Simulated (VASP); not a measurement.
# Ca (I4/mmm) in VASP: notebook

The runs below take Ca through single point, with PBEsol.

Program: VASP 6.6.1. These are calculated values, not measurements. Logs are shortened: lines on timing, memory, paths and dates and some standing lists are left out, and cuts for length are marked.

**1. The cell of the first run**

The structure is tetragonal, space group I4/mmm (No. 139). The conventional cell has a = 3.952 Å, b = 3.952 Å, c = 5.477 Å, α = 90.00°, β = 90.00°, γ = 90.00°. Ca (site symmetry 4/mmm) has 12 Ca at 3.91 to 3.95 Å within 5.1 Å.

**2. Single point, PBEsol (strain -0.0200 x Voigt [1, 0, 0, 0, 0, 0])**

INCAR reads:

```
PREC = Accurate ; ENCUT = 520
EDIFF = 1E-6 ; ISMEAR = 0
SIGMA = 0.15 ; LREAL = False
LASPH = True ; NELM = 100
ALGO = Normal ; ISIF = 2
LWAVE = False ; LCHARG = False
GGA = PS ; NBANDS = 11
```

KPOINTS reads:

```
regular mesh
0
Gamma
  14 14 14
```

POSCAR reads:

```
Ca
1.0
    0.0000000000      2.7942000000      2.7942000000
    2.7383160000      0.0000000000      2.7942000000
    2.7383160000      2.7942000000      0.0000000000
Ca
1
Direct
    0.0000000000      0.0000000000      0.0000000000
```

Potentials or basis: VASP PAW PBE potentials, release 64 (Ca_sv).

Started as:

```sh
> cat potpaw_PBE.64/Ca_sv/POTCAR > POTCAR
> mpirun -np 1 vasp_std > vasp.out
```

OUTCAR:

```text
PREC = Accurate
   ENCUT = 520
   EDIFF = 1E-6
   ISMEAR = 0
   LREAL = False
   LASPH = True
   NELM = 100
   ISIF = 2
   GGA = PS

 ion  position               nearest neighbor table
   1  0.000  0.000  0.000-

  LATTYP: Found a body centered tetragonal cell.
 ALAT       =     3.9515955360
 C/A-ratio  =     1.3859292911

  Lattice vectors:

 A1 = (  -2.7383160000,   0.0000000000,  -2.7942000000)
 A2 = (  -2.7383160000,   0.0000000000,   2.7942000000)
 A3 = (   2.7383160000,   2.7942000000,   0.0000000000)

Analysis of symmetry for initial positions (statically):
=====================================================================
 Subroutine PRICEL returns:
 Original cell was already a primitive cell.

 Routine SETGRP: Setting up the symmetry group for a
 body centered tetragonal supercell.

 Subroutine GETGRP returns: Found 16 space group operations
 (whereof 16 operations were pure point group operations)
 out of a pool of 16 trial point group operations.

The static configuration has the point symmetry D_4h.

Analysis of symmetry for dynamics (positions and initial velocities):
=====================================================================
 Subroutine PRICEL returns:
 Original cell was already a primitive cell.

 Routine SETGRP: Setting up the symmetry group for a
 body centered tetragonal supercell.

 Subroutine GETGRP returns: Found 16 space group operations
 (whereof 16 operations were pure point group operations)
 out of a pool of 16 trial point group operations.

The dynamic configuration has the point symmetry D_4h.

 Subroutine INISYM returns: Found 16 space group operations
 (whereof 16 operations are pure point group operations),
 and found     1 'primitive' translations

----------------------------------------------------------------------------------------

                                     Primitive cell

  volume of cell :      42.7591

  direct lattice vectors                    reciprocal lattice vectors
     0.000000000  2.794200000  2.794200000    -0.182593974  0.178942094  0.178942094
     2.738316000  0.000000000  2.794200000     0.182593974 -0.178942094  0.178942094
     2.738316000  2.794200000  0.000000000     0.182593974  0.178942094 -0.178942094

  length of vectors
     3.951595536  3.912279151  3.912279151     0.312059458  0.312059458  0.312059458

  position of ions in fractional coordinates (direct lattice)
     0.000000000  0.000000000  0.000000000

  ion indices of the primitive-cell ions
   primitive index   ion index
                 1           1

----------------------------------------------------------------------------------------

 KPOINTS: regular mesh

Automatic generation of k-mesh.
 Grid dimensions read from file:
 generate k-points for:   14   14   14

 Generating k-lattice:

  Cartesian coordinates                     Fractional coordinates (reciprocal lattice)
    -0.013042427  0.012781578  0.012781578     0.071428571  0.000000000  0.000000000
     0.013042427 -0.012781578  0.012781578     0.000000000  0.071428571  0.000000000
     0.013042427  0.012781578 -0.012781578     0.000000000  0.000000000  0.071428571

  Length of vectors
     0.022289961  0.022289961  0.022289961

  Shift w.r.t. Gamma in fractional coordinates (k-lattice)
     0.000000000  0.000000000  0.000000000

 Subroutine IBZKPT returns following result:
 ===========================================

 Found    244 irreducible k-points:

 Following reciprocal coordinates:
            Coordinates               Weight
  0.000000  0.000000  0.000000      1.000000
  0.071429  0.000000  0.000000      8.000000
  0.142857  0.000000  0.000000      8.000000
  0.214286  0.000000  0.000000      8.000000
  0.285714 -0.000000 -0.000000      8.000000
  0.357143 -0.000000 -0.000000      8.000000
[... 16 lines left out ...]
  0.214286  0.142857  0.000000     16.000000
  0.285714  0.142857  0.000000     16.000000
 [... further k-points ...]
   k-points           NKPTS =    244   k-points in BZ     NKDIM =    244   number of bands    NBANDS=     11
   number of dos      NEDOS =    301   number of ions     NIONS =      1
   total plane-waves  NPLWV =  27000
   dimension x,y,z NGX =    30 NGY =   30 NGZ =   30
   dimension x,y,z NGXF=    60 NGYF=   60 NGZF=   60
   ions per type =               1
   NGX,Y,Z   is equivalent  to a cutoff of  12.62, 12.75, 12.75 a.u.
   NGXF,Y,Z  is equivalent  to a cutoff of  25.24, 25.50, 25.50 a.u.
 SYSTEM =  unknown system
   PREC   = accura    normal or accurate (medium, high low for compatibility)
   ISTART =      0    job   : 0-new  1-cont  2-samecut
   ICHARG =      2    charge: 1-file 2-atom 10-const
   ISPIN  =      1    spin polarized calculation?
   LNONCOLLINEAR =      F non collinear calculations
   LSORBIT =      F    spin-orbit coupling
   LASPH  =      T    aspherical Exc in radial PAW
   ENCUT  =  520.0 eV  38.22 Ry    6.18 a.u.   7.35  7.27  7.27*2*pi/ulx,y,z
   NELM   =    100;   NELMIN=  2; NELMDL= -5     # of ELM steps
   EDIFF  = 0.1E-05   stopping-criterion for ELM
   LREAL  =      F    real-space projection
   EDIFFG = 0.1E-04   stopping-criterion for IOM
   NSW    =      0    number of steps for IOM
   IBRION =     -1    ionic relax: 0-MD 1-quasi-New 2-CG
   NFREE  =      0    steps in history (QN), initial steepest desc. (CG)
   ISIF   =      2    stress and relaxation
   ISYM   =      2    0-nonsym 1-usesym 2-fastsym
   POTIM  = 0.5000    time-step for ionic-motion
   TEBEG  =    0.0;   TEEND  =   0.0 temperature during run
   PSTRESS=    0.0 pullay stress
   NELECT =      10.0000    total number of electrons
   NUPDOWN=      -1.0000    fix difference up-down
   EMIN   =  10.00;   EMAX   =-10.00  energy-range for DOS
   EFERMI =   0.00;   METHOD = LEGACY
   ISMEAR =     0;   SIGMA  =   0.15  broadening in eV -4-tet -1-fermi 0-gaus
   EFERMI_NEDOS =   21; number of points for ismear=-14 and -15
   IALGO  =     38    algorithm
   IMIX   =      4    mixing-type and parameters
     AMIX     =   0.40;   BMIX     =  1.00
     AMIX_MAG =   1.60;   BMIX_MAG =  1.00
  volume/ion in A,a.u.               =      42.76       288.55
  Fermi-wavevector in a.u.,A,eV,Ry     =   1.008630  1.906035 13.841683  1.017335
  Thomas-Fermi vector in A             =   2.141509
   LORBIT       =      0    0 simple, 1 ext, 2 COOP (PROOUT), +10 PAW based schemes
   GGA     = PS    functional components
   LHFCALC =     F    Hartree Fock is set to
   AEXX    =    0.0000 exact exchange contribution
   IVDW    =     0    specifies the selected vdW correction
   LEPSILON=     F    determine dielectric tensor
   LRPA    =     F    only Hartree local field effects (RPA)
 non-spin polarized calculation
 Gauss-broadening in eV      SIGMA  =   0.15
  energy-cutoff  :      520.00
  volume of cell :       42.76
 maximum number of plane-waves:      1183
 NGX is ok and might be reduce to    30
   NGX = 15   NGY = 15   NGZ = 15

 number of electron      10.0000000 magnetization

 number of electron       9.9999998 magnetization

 Free energy of the ion-electron system (eV)
  ---------------------------------------------------
  ext. energy  EPLUGINS =         0.00000000
  ---------------------------------------------------
  free energy    TOTEN  =        -2.13580777 eV

  energy without entropy =       -2.12093530  energy(sigma->0) =       -2.12837154

 E-fermi :   1.8362     XC(G=0):  -7.7687

 val. band max:        1.8328096591   @ k =  -0.2143   0.4286   0.2857
 cond. band min:       1.8390468098   @ k =  -0.2857   0.3571   0.3571
 fundamental gap:      0.0062371507
 Fermi energy:         1.8361516002

 k-point     1 :       0.0000    0.0000    0.0000
  band No.  band energies     occupation
      1     -40.0337      2.00000
      2     -21.0278      2.00000
      3     -21.0278      2.00000
      4     -21.0261      2.00000
      5      -2.1710      2.00000
      6       4.1193      0.00000
      7       4.1193      0.00000
      8       4.2082      0.00000
      9       5.1508      0.00000
     10       5.2651      0.00000
     11      10.9144      0.00000

 k-point     2 :       0.0714    0.0000    0.0000
  band No.  band energies     occupation
      1     -40.0331      2.00000
      2     -21.0340      2.00000
      3     -21.0288      2.00000
      4     -21.0274      2.00000
      5      -2.0844      2.00000
      6       4.0464      0.00000
      7       4.1521      0.00000
      8       4.2213      0.00000
      9       5.1241      0.00000
     10       5.2338      0.00000
     11      11.0188      0.00000

 k-point     3 :       0.1429    0.0000    0.0000
  band No.  band energies     occupation
      1     -40.0313      2.00000
      2     -21.0528      2.00000
      3     -21.0317      2.00000
      4     -21.0298      2.00000
      5      -1.8289      2.00000
      6       3.8003      0.00000
      7       4.2243      0.00000
      8       4.2933      0.00000
      9       5.0805      0.00000
     10       5.1731      0.00000
     11      10.8153      0.00000

 k-point     4 :       0.2143    0.0000    0.0000
  band No.  band energies     occupation
      1     -40.0286      2.00000
      2     -21.0799      2.00000
      3     -21.0358      2.00000
      4     -21.0332      2.00000
      5      -1.4175      2.00000
      6       3.4440      0.00000
      7       4.2556      0.00000
      8       4.3421      0.00000
      9       5.1222      0.00000
     10       5.1797      0.00000
     11       9.6965      0.00000

 k-point     5 :       0.2857   -0.0000   -0.0000
  band No.  band energies     occupation
      1     -40.0257      2.00000
      2     -21.1097      2.00000
      3     -21.0404      2.00000
      4     -21.0369      2.00000
      5      -0.8737      2.00000
      6       3.0232      0.00000
      7       4.1932      0.00000
      8       4.2971      0.00000
      9       5.3138      0.00000
     10       5.3323      0.00000
     11       8.6314      0.00000
[... 211 lines left out ...]
 k-point    21 :      -0.0714    0.0714    0.0000
  band No.  band energies     occupation
      1     -40.0320      2.00000
      2     -21.0434      2.00000
      3     -21.0326      2.00000
      4     -21.0281      2.00000
      5      -1.9400      2.00000
      6       3.9208      0.00000
      7       4.1876      0.00000
      8       4.2622      0.00000
      9       5.0731      0.00000
     10       5.2079      0.00000
     11      11.1392      0.00000

 k-point    22 :       0.1429    0.1429    0.0000
  band No.  band energies     occupation
      1     -40.0305      2.00000
      2     -21.0524      2.00000
      3     -21.0362      2.00000
      4     -21.0357      2.00000
      5      -1.7223      2.00000
      6       3.7061      0.00000
      7       4.3161      0.00000
      8       4.3840      0.00000
      9       4.7333      0.00000
     10       5.3504      0.00000
     11      11.4411      0.00000

 k-point    23 :       0.2143    0.1429    0.0000
  band No.  band energies     occupation
      1     -40.0286      2.00000
      2     -21.0696      2.00000
      3     -21.0404      2.00000
      4     -21.0396      2.00000
      5      -1.4234      2.00000
      6       3.4870      0.00000
      7       4.3276      0.00000
      8       4.4493      0.00000
      9       4.6610      0.00000
     10       5.4053      0.00000
     11      10.6807      0.00000

 k-point    24 :       0.2857    0.1429    0.0000
  band No.  band energies     occupation
      1     -40.0261      2.00000
      2     -21.0936      2.00000
      3     -21.0451      2.00000
      4     -21.0442      2.00000
      5      -0.9783      2.00000
      6       3.2002      0.00000
      7       4.0929      0.00000
      8       4.4839      0.00000
      9       4.8902      0.00000
     10       5.5160      0.00000
     11       9.4772      0.00000

 [... further k-points ...]
[... 5 lines left out ...]
  --------------------------------------------------------------------------------------
  -------------------------------------------------------------------------------------
  Total       -0.2080322     -0.2455014     -0.2455014      0.0000000      0.0000000      0.0000000
  in kB       -7.7949386     -9.1989041     -9.1989041      0.0000000      0.0000000      0.0000000
  external PRESSURE =      -8.7309156 kB  Pullay stress =       0.0000000 kB

 VOLUME and BASIS-vectors are now :
 -----------------------------------------------------------------------------
  energy-cutoff  :      520.00
  volume of cell :       42.76
      direct lattice vectors                 reciprocal lattice vectors
     0.000000000  2.794200000  2.794200000    -0.182593974  0.178942094  0.178942094
     2.738316000  0.000000000  2.794200000     0.182593974 -0.178942094  0.178942094
     2.738316000  2.794200000  0.000000000     0.182593974  0.178942094 -0.178942094

 POSITION                                       TOTAL-FORCE (eV/Angst)
 -----------------------------------------------------------------------------------
      0.00000      0.00000      0.00000         0.000000      0.000000      0.000000
 -----------------------------------------------------------------------------------
    total drift:                               -0.000000     -0.000000      0.000000

  FREE ENERGIE OF THE ION-ELECTRON SYSTEM (eV)
  ---------------------------------------------------
  free  energy   TOTEN  =        -2.1358077707 eV

  energy  without entropy=       -2.1209352996  energy(sigma->0) =       -2.12837154
```

It took 38 s on 1 thread of Intel Xeon 6975P-C (Granite Rapids), shared host; peak memory 0.25 GiB.

Results:

| Property | Result |
| --- | --- |
| Free energy | -2.1358 eV |
| Pressure | -0.9 GPa |
| Band gap on the k mesh | zero (band 5 reaches 2.01 eV, above the bottom of band 6 at 1.67 eV) |

Caveat: the cell differs from its parent crystal (strain -0.0200 x Voigt [1, 0, 0, 0, 0, 0]); the PAW data sets were made with another functional, which shifts forces and pressure a little.

[end of part 1 of 2]
